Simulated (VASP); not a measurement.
# Sb (Fm-3m) in VASP: a series of runs

The runs below take Sb through single point, relaxation of cell and atoms, with r2SCAN.

Program: VASP 6.6.1. These are calculated values, not measurements. Logs are shortened: lines on timing, memory, paths and dates and some standing lists are left out, and cuts for length are marked.

### Step 1. The cell of the first run

The structure is cubic, space group Fm-3m (No. 225). Conventional cell: a = 4.776 Å, b = 4.776 Å, c = 4.776 Å, α = 90.00°, β = 90.00°, γ = 90.00°. Within 4.4 Å of Sb (site symmetry m-3m) lie 12 Sb at 3.38 Å.

This isn't the form of Sb at room conditions, which is rhombohedral.

### Step 2. Single point, r2SCAN

Input file POSCAR:

```
Sb
1.0
    0.0000000000      2.3881882233      2.3881882233
    2.3881882233      0.0000000000      2.3881882233
    2.3881882233      2.3881882233      0.0000000000
Sb
1
Direct
    0.0000000000      0.0000000000      0.0000000000
```

Input file INCAR.step1:

```
SYSTEM = Sb
  ALGO = Normal
  EDIFF = 1E-5
  ENCUT = 550
  GGA = PE
  GGA_COMPAT = .False.
  ISMEAR = 0
  LASPH = .True.
  LCHARG = .False.
  LREAL = .False.
  LWAVE = .True.
  NBANDS = 8
  NELM = 120
  PREC = Accurate
  SIGMA = 0.1
```

Input file INCAR.step2:

```
SYSTEM = Sb
  ALGO = Normal
  EDIFF = 1E-6
  ENCUT = 550
  GGA_COMPAT = .False.
  ISIF = 2
  ISMEAR = 0
  ISTART = 1
  LASPH = .True.
  LCHARG = .False.
  LMIXTAU = .True.
  LREAL = .False.
  LWAVE = .False.
  METAGGA = R2SCAN
  NBANDS = 8
  NELM = 120
  PREC = Accurate
  SIGMA = 0.1
```

Input file KPOINTS:

```
k-points
0
Gamma
  6 6 6
  0 0 0
```

Potentials or basis: VASP PAW PBE potentials, release 64 (Sb).

The run is started by

```console
$ cat potpaw_PBE.64/Sb/POTCAR > POTCAR
$ cp INCAR.step1 INCAR
$ mpirun -np 1 vasp_std > vasp.out
$ cp INCAR.step2 INCAR
$ mpirun -np 1 vasp_std > vasp.out
```

OUTCAR:

```text
SYSTEM = Sb
   EDIFF = 1E-6
   ENCUT = 550
   ISIF = 2
   ISMEAR = 0
   ISTART = 1
   LASPH = .True.
   LREAL = .False.
   METAGGA = R2SCAN
   NELM = 120
   PREC = Accurate

 ion  position               nearest neighbor table
   1  0.000  0.000  0.000-

  LATTYP: Found a face centered cubic cell.
 ALAT       =     4.7763764466

  Lattice vectors:

 A1 = (   0.0000000000,   2.3881882233,   2.3881882233)
 A2 = (   2.3881882233,   0.0000000000,   2.3881882233)
 A3 = (   2.3881882233,   2.3881882233,   0.0000000000)

Analysis of symmetry for initial positions (statically):
=====================================================================
 Subroutine PRICEL returns:
 Original cell was already a primitive cell.

 Routine SETGRP: Setting up the symmetry group for a
 face centered cubic supercell.

 Subroutine GETGRP returns: Found 48 space group operations
 (whereof 48 operations were pure point group operations)
 out of a pool of 48 trial point group operations.

The static configuration has the point symmetry O_h .

Analysis of symmetry for dynamics (positions and initial velocities):
=====================================================================
 Subroutine PRICEL returns:
 Original cell was already a primitive cell.

 Routine SETGRP: Setting up the symmetry group for a
 face centered cubic supercell.

 Subroutine GETGRP returns: Found 48 space group operations
 (whereof 48 operations were pure point group operations)
 out of a pool of 48 trial point group operations.

The dynamic configuration has the point symmetry O_h .

 Subroutine INISYM returns: Found 48 space group operations
 (whereof 48 operations are pure point group operations),
 and found     1 'primitive' translations

----------------------------------------------------------------------------------------

                                     Primitive cell

  volume of cell :      27.2418

  direct lattice vectors                    reciprocal lattice vectors
     0.000000000  2.388188223  2.388188223    -0.209363732  0.209363732  0.209363732
     2.388188223  0.000000000  2.388188223     0.209363732 -0.209363732  0.209363732
     2.388188223  2.388188223  0.000000000     0.209363732  0.209363732 -0.209363732

  length of vectors
     3.377408175  3.377408175  3.377408175     0.362628622  0.362628622  0.362628622

  position of ions in fractional coordinates (direct lattice)
     0.000000000  0.000000000  0.000000000

  ion indices of the primitive-cell ions
   primitive index   ion index
                 1           1

----------------------------------------------------------------------------------------

 KPOINTS: k-points

Automatic generation of k-mesh.
 Grid dimensions read from file:
 generate k-points for:    6    6    6

 Generating k-lattice:

  Cartesian coordinates                     Fractional coordinates (reciprocal lattice)
    -0.034893955  0.034893955  0.034893955     0.166666667  0.000000000  0.000000000
     0.034893955 -0.034893955  0.034893955     0.000000000  0.166666667  0.000000000
     0.034893955  0.034893955 -0.034893955     0.000000000  0.000000000  0.166666667

  Length of vectors
     0.060438104  0.060438104  0.060438104

  Shift w.r.t. Gamma in fractional coordinates (k-lattice)
     0.000000000  0.000000000  0.000000000

 Subroutine IBZKPT returns following result:
 ===========================================

 Found     16 irreducible k-points:

 Following reciprocal coordinates:
            Coordinates               Weight
  0.000000  0.000000  0.000000      1.000000
  0.166667  0.000000  0.000000      8.000000
  0.333333  0.000000  0.000000      8.000000
  0.500000  0.000000  0.000000      4.000000
  0.166667  0.166667  0.000000      6.000000
  0.333333  0.166667  0.000000     24.000000
[... 8 lines left out ...]
 -0.333333  0.333333  0.166667     24.000000
 -0.333333  0.500000  0.166667     12.000000
   k-points           NKPTS =     16   k-points in BZ     NKDIM =     16   number of bands    NBANDS=      8
   number of dos      NEDOS =    301   number of ions     NIONS =      1
   total plane-waves  NPLWV =  21952
   dimension x,y,z NGX =    28 NGY =   28 NGZ =   28
   dimension x,y,z NGXF=    56 NGYF=   56 NGZF=   56
   ions per type =               1
   NGX,Y,Z   is equivalent  to a cutoff of  13.78, 13.78, 13.78 a.u.
   NGXF,Y,Z  is equivalent  to a cutoff of  27.56, 27.56, 27.56 a.u.
 SYSTEM =  Sb
   PREC   = accura    normal or accurate (medium, high low for compatibility)
   ISTART =      1    job   : 0-new  1-cont  2-samecut
   ICHARG =      0    charge: 1-file 2-atom 10-const
   ISPIN  =      1    spin polarized calculation?
   LNONCOLLINEAR =      F non collinear calculations
   LSORBIT =      F    spin-orbit coupling
   LASPH  =      T    aspherical Exc in radial PAW
   ENCUT  =  550.0 eV  40.42 Ry    6.36 a.u.   6.46  6.46  6.46*2*pi/ulx,y,z
   NELM   =    120;   NELMIN=  2; NELMDL=  0     # of ELM steps
   EDIFF  = 0.1E-05   stopping-criterion for ELM
   LREAL  =      F    real-space projection
   EDIFFG = 0.1E-04   stopping-criterion for IOM
   NSW    =      0    number of steps for IOM
   IBRION =     -1    ionic relax: 0-MD 1-quasi-New 2-CG
   NFREE  =      0    steps in history (QN), initial steepest desc. (CG)
   ISIF   =      2    stress and relaxation
   ISYM   =      2    0-nonsym 1-usesym 2-fastsym
   POTIM  = 0.5000    time-step for ionic-motion
   TEBEG  =    0.0;   TEEND  =   0.0 temperature during run
   PSTRESS=    0.0 pullay stress
   NELECT =       5.0000    total number of electrons
   NUPDOWN=      -1.0000    fix difference up-down
   EMIN   =  10.00;   EMAX   =-10.00  energy-range for DOS
   EFERMI =   0.00;   METHOD = LEGACY
   ISMEAR =     0;   SIGMA  =   0.10  broadening in eV -4-tet -1-fermi 0-gaus
   EFERMI_NEDOS =   21; number of points for ismear=-14 and -15
   IALGO  =     38    algorithm
   IMIX   =      4    mixing-type and parameters
     AMIX     =   0.40;   BMIX     =  1.00
     AMIX_MAG =   1.60;   BMIX_MAG =  1.00
  volume/ion in A,a.u.               =      27.24       183.84
  Fermi-wavevector in a.u.,A,eV,Ry     =   0.930364  1.758133 11.776895  0.865577
  Thomas-Fermi vector in A             =   2.056745
   LORBIT       =      0    0 simple, 1 ext, 2 COOP (PROOUT), +10 PAW based schemes
   METAGGA = R2SCAN    functional components
   LHFCALC =     F    Hartree Fock is set to
   AEXX    =    0.0000 exact exchange contribution
   IVDW    =     0    specifies the selected vdW correction
   LEPSILON=     F    determine dielectric tensor
   LRPA    =     F    only Hartree local field effects (RPA)
 non-spin polarized calculation
 Gauss-broadening in eV      SIGMA  =   0.10
  energy-cutoff  :      550.00
  volume of cell :       27.24
 maximum number of plane-waves:       821
 NGX is ok and might be reduce to    28
   NGX = 13   NGY = 13   NGZ = 13

 number of electron       5.0000000 magnetization

 Free energy of the ion-electron system (eV)
  ---------------------------------------------------
  ext. energy  EPLUGINS =         0.00000000
  ---------------------------------------------------
  free energy    TOTEN  =       -25.26411994 eV

  energy without entropy =      -25.25293973  energy(sigma->0) =      -25.25852983

 E-fermi :   8.5541     XC(G=0): -10.7788

 val. band max:        8.2746454376   @ k =  -0.1667   0.1667   0.0000
 cond. band min:       8.5751386880   @ k =  -0.3333   0.3333   0.1667
 fundamental gap:      0.3004932504
 Fermi energy:         8.5540803243

 k-point     1 :       0.0000    0.0000    0.0000
  band No.  band energies     occupation
      1      -5.1725      2.00000
      2      13.8561      0.00000
      3      13.8561      0.00000
      4      13.8561      0.00000
      5      18.7001      0.00000
      6      18.7001      0.00000
      7      18.7001      0.00000
      8      19.3369      0.00000

 k-point     2 :       0.1667    0.0000    0.0000
  band No.  band energies     occupation
      1      -4.5975      2.00000
      2      10.0851      0.00000
      3      13.2331      0.00000
      4      13.2331      0.00000
      5      17.4018      0.00000
      6      19.5329      0.00000
      7      19.5330      0.00000
      8      21.3992      0.00000

 k-point     3 :       0.3333    0.0000    0.0000
  band No.  band energies     occupation
      1      -2.9365      2.00000
      2       5.1262      2.00000
      3      12.3911      0.00000
      4      12.3911      0.00000
      5      16.9734      0.00000
      6      18.4759      0.00000
      7      18.4759      0.00000
      8      19.8027      0.00000

 k-point     4 :       0.5000    0.0000    0.0000
  band No.  band energies     occupation
      1      -1.2164      2.00000
      2       2.2376      2.00000
      3      12.0684      0.00000
      4      12.0684      0.00000
      5      17.0106      0.00000
      6      17.8431      0.00000
      7      17.8431      0.00000
      8      18.8190      0.00000

 k-point     5 :       0.1667    0.1667    0.0000
  band No.  band energies     occupation
      1      -4.4046      2.00000
      2      11.4149      0.00000
      3      11.7594      0.00000
      4      11.7594      0.00000
      5      15.7514      0.00000
      6      17.8737      0.00000
      7      21.4710      0.00000
      8      21.4710      0.00000
[... 89 lines left out ...]
 k-point    14 :       0.5000    0.3333    0.1667
  band No.  band energies     occupation
      1      -1.5037      2.00000
      2       5.7424      2.00000
      3       7.1234      2.00000
      4       9.6006      0.00000
      5      16.8503      0.00000
      6      17.3875      0.00000
      7      19.8488      0.00000
      8      24.4658      0.00000

 k-point    15 :      -0.3333    0.3333    0.1667
  band No.  band energies     occupation
      1       0.0327      2.00000
      2       3.7627      2.00000
      3       6.4998      2.00000
      4       8.5751      0.76585
      5      16.9324      0.00000
      6      18.6330      0.00000
      7      21.5083      0.00000
      8      22.2118      0.00000

 k-point    16 :      -0.3333    0.5000    0.1667
  band No.  band energies     occupation
      1       0.7054      2.00000
      2       3.9520      2.00000
      3       6.3099      2.00000
      4       7.1673      2.00000
      5      16.3155      0.00000
      6      16.7513      0.00000
      7      22.5796      0.00000
      8      22.8674      0.00000

------------------------ aborting loop because EDIFF is reached ----------------------------------------

  FORCE on cell =-STRESS in cart. coord.  units (eV):
  Direction    XX          YY          ZZ          XY          YZ          ZX
  --------------------------------------------------------------------------------------
  -------------------------------------------------------------------------------------
  Total       -0.0230675     -0.0230675     -0.0230675     -0.0000000     -0.0000000     -0.0000000
  in kB       -1.3566762     -1.3566762     -1.3566762     -0.0000000     -0.0000000     -0.0000000
  external PRESSURE =      -1.3566762 kB  Pullay stress =       0.0000000 kB

 VOLUME and BASIS-vectors are now :
 -----------------------------------------------------------------------------
  energy-cutoff  :      550.00
  volume of cell :       27.24
      direct lattice vectors                 reciprocal lattice vectors
     0.000000000  2.388188223  2.388188223    -0.209363732  0.209363732  0.209363732
     2.388188223  0.000000000  2.388188223     0.209363732 -0.209363732  0.209363732
     2.388188223  2.388188223  0.000000000     0.209363732  0.209363732 -0.209363732

 POSITION                                       TOTAL-FORCE (eV/Angst)
 -----------------------------------------------------------------------------------
      0.00000      0.00000      0.00000         0.000000      0.000000      0.000000
 -----------------------------------------------------------------------------------
    total drift:                               -0.000000      0.000000      0.000000

  FREE ENERGIE OF THE ION-ELECTRON SYSTEM (eV)
  ---------------------------------------------------
  free  energy   TOTEN  =       -25.2641199404 eV

  energy  without entropy=      -25.2529397265  energy(sigma->0) =      -25.25852983
```

Run time: 12 s. Hardware: 1 thread of Intel Xeon 6975P-C (Granite Rapids), shared host; peak memory 0.15 GiB.

Results:

```yaml
Free_energy: -25.2641 eV
Pressure: -0.1 GPa
Band_gap_on_the_k_mesh: zero (an odd number of electrons rules out a gap without spin polarisation)
```

Caveat: the k points lie up to 0.38 Å⁻¹ apart, too coarse for converged energies and pressures of a metal; the PAW data sets were made with another functional, which shifts forces and pressure a little; spin-orbit coupling is left out, which moves the levels of the heavy elements.

### Step 3. Relaxation of cell and atoms, r2SCAN

This run uses another cell than the first one, of 30.14 Å³/atom.

Input file POSCAR:

```
Sb
1.0
    0.0000000000      2.4700000000      2.4700000000
    2.4700000000      0.0000000000      2.4700000000
    2.4700000000      2.4700000000      0.0000000000
Sb
1
Direct
    0.0000000000      0.0000000000      0.0000000000
```

Input file INCAR.step1:

```
ALGO = Normal
EDIFF = 1E-5
EDIFFG = -0.005
ENCUT = 550
GGA = PE
GGA_COMPAT = F
IBRION = 2
ISIF = 3
ISMEAR = 0
LASPH = T
LCHARG = F
LREAL = F
LWAVE = T
NELM = 120
NELMIN = 4
NSW = 100
PREC = Accurate
SIGMA = 0.1
```

Input file INCAR.step2:

```
ALGO = Normal
EDIFF = 1E-7
EDIFFG = -0.02
ENCUT = 550
GGA_COMPAT = F
IBRION = 2
ISIF = 3
ISMEAR = 0
ISTART = 1
LASPH = T
LCHARG = F
LMIXTAU = T
LREAL = F
LWAVE = F
METAGGA = R2SCAN
NELM = 120
NELMIN = 4
NSW = 80
PREC = Accurate
SIGMA = 0.1
```

Input file KPOINTS:

```
k-points
0
Gamma
  6 6 6
```

Potentials or basis: VASP PAW PBE potentials, release 64 (Sb).

The run is started by

```console
$ cat potpaw_PBE.64/Sb/POTCAR > POTCAR
$ cp INCAR.step1 INCAR
$ mpirun -np 1 vasp_std > vasp.out
$ cp INCAR.step2 INCAR
$ mpirun -np 1 vasp_std > vasp.out
```

OUTCAR:

```text
EDIFF = 1E-7
   EDIFFG = -0.02
   ENCUT = 550
   IBRION = 2
   ISIF = 3
   ISMEAR = 0
   ISTART = 1
   LASPH = T
   LREAL = F
   METAGGA = R2SCAN
   NELM = 120
   NELMIN = 4
   NSW = 80
   PREC = Accurate

 ion  position               nearest neighbor table
   1  0.000  0.000  0.000-

  LATTYP: Found a face centered cubic cell.
 ALAT       =     4.9400000000

  Lattice vectors:

 A1 = (   0.0000000000,   2.4700000000,   2.4700000000)
 A2 = (   2.4700000000,   0.0000000000,   2.4700000000)
 A3 = (   2.4700000000,   2.4700000000,   0.0000000000)

Analysis of symmetry for initial positions (statically):
=====================================================================
[... 168 lines left out ...]
  --------------------------------------------------------------------------------------
  -------------------------------------------------------------------------------------
  Total       -0.9209009     -0.9209009     -0.9209009     -0.0000000     -0.0000000      0.0000000
  in kB      -48.9556303    -48.9556303    -48.9556303     -0.0000000     -0.0000000      0.0000000
  external PRESSURE =     -48.9556303 kB  Pullay stress =       0.0000000 kB
[... 57 lines left out ...]
--------------------------------------- Ionic step        3  -------------------------------------------

 number of electron       5.0000000 magnetization

 Free energy of the ion-electron system (eV)
  ---------------------------------------------------
  ext. energy  EPLUGINS =         0.00000000
  ---------------------------------------------------
  free energy    TOTEN  =       -25.26423785 eV

  energy without entropy =      -25.25311174  energy(sigma->0) =      -25.25867479

 E-fermi :   8.5793     XC(G=0): -10.7884

 val. band max:        8.3039032117   @ k =  -0.1667   0.1667   0.0000
 cond. band min:       8.5990812216   @ k =  -0.3333   0.3333   0.1667
 fundamental gap:      0.2951780099
 Fermi energy:         8.5793119834

 k-point     1 :       0.0000    0.0000    0.0000
  band No.  band energies     occupation
      1      -5.1631      2.00000
      2      13.8966      0.00000
      3      13.8966      0.00000
      4      13.8966      0.00000
      5      18.7316      0.00000
      6      18.7316      0.00000
[... 161 lines left out ...]
  FREE ENERGIE OF THE ION-ELECTRON SYSTEM (eV)
  ---------------------------------------------------
  free  energy   TOTEN  =       -25.2642378500 eV

  energy  without entropy=      -25.2531117398  energy(sigma->0) =      -25.25867479

 reached required accuracy - stopping structural energy minimisation
```

OUTCAR.step1:

```text
EDIFF = 1E-5
   EDIFFG = -0.005
   ENCUT = 550
   GGA = PE
   IBRION = 2
   ISIF = 3
   ISMEAR = 0
   LASPH = T
   LREAL = F
   NELM = 120
   NELMIN = 4
   NSW = 100
   PREC = Accurate

[... 411 lines left out ...]
 fundamental gap:      0.3666100083
 Fermi energy:         8.5033790003

 k-point     1 :       0.0000    0.0000    0.0000
  band No.  band energies     occupation
      1      -4.5005      2.00000
      2      13.4606      0.00000
      3      13.4606      0.00000
      4      13.4606      0.00000
      5      18.1723      0.00000
      6      18.1723      0.00000
[... 161 lines left out ...]
  FREE ENERGIE OF THE ION-ELECTRON SYSTEM (eV)
  ---------------------------------------------------
  free  energy   TOTEN  =        -3.8595373698 eV

  energy  without entropy=       -3.8485356528  energy(sigma->0) =       -3.85403651

 reached required accuracy - stopping structural energy minimisation
```

OSZICAR.step1:

```text
N       E                     dE             d eps       ncg     rms          rms(c)
DAV:   1     0.961379865406E+01    0.96138E+01   -0.17915E+03   198   0.585E+02
DAV:   2    -0.360370465586E+01   -0.13218E+02   -0.12959E+02   282   0.794E+01
DAV:   3    -0.382395227475E+01   -0.22025E+00   -0.21839E+00   210   0.108E+01
DAV:   4    -0.382484571349E+01   -0.89344E-03   -0.89337E-03   270   0.987E-01
[... 14 lines left out ...]
       N       E                     dE             d eps       ncg     rms          rms(c)
DAV:   1    -0.386440693809E+01   -0.88794E-02   -0.15547E-01   204   0.226E+00    0.315E-01
DAV:   2    -0.386123725623E+01    0.31697E-02   -0.24385E-03   192   0.416E-01    0.179E-01
DAV:   3    -0.385953916739E+01    0.16981E-02   -0.32213E-03   198   0.328E-01    0.550E-02
DAV:   4    -0.385953736978E+01    0.17976E-05   -0.17465E-05   198   0.453E-02
   3 F= -.38595374E+01 E0= -.38540365E+01  d E =-.399254E-01
```

It took 36 s on 1 thread of Intel Xeon 6975P-C (Granite Rapids), shared host; peak memory 0.16 GiB.

What came out:

| Property | Result |
| --- | --- |
| Free energy | -25.2642 eV |
| Relaxed volume | 27.19 Å³/atom |
| Relaxed cell | a = 3.375 Å, b = 3.375 Å, c = 3.375 Å, α = 60.00°, β = 60.00°, γ = 60.00° |
| Space group after relaxing (to 0.1 Å) | Fm-3m (No. 225) |
| Energy gained by relaxing | 48.9 meV/atom |
| Ionic steps | 3 |
| Pressure after relaxing | 0.0 GPa |
| Band gap on the k mesh | zero (an odd number of electrons rules out a gap without spin polarisation) |

Step by step:
| step | energy change (eV) | largest force (eV/Å) | pressure (GPa) | volume (Å³) |
| --- | --- | --- | --- | --- |
| 1 | 0.0000 | 0.0000 | -4.90 | 30.14 |
| 2 | -0.0433 | 0.0000 | 2.09 | 26.30 |
| 3 | -0.0489 | 0.0000 | -0.01 | 27.19 |

Final structure:
```yaml
crystal:
  lattice:
    - [0.00000, 2.38662, 2.38662]
    - [2.38662, 0.00000, 2.38662]
    - [2.38662, 2.38662, 0.00000]
  atoms:
    - { symbol: Sb, position: [0.00000, 0.00000, 0.00000] }
```

Caveat: the k points lie up to 0.38 Å⁻¹ apart in the final cell, too coarse for converged energies and pressures of a metal; the PAW data sets were made with another functional, which shifts forces and pressure a little; spin-orbit coupling is left out, which moves the levels of the heavy elements.
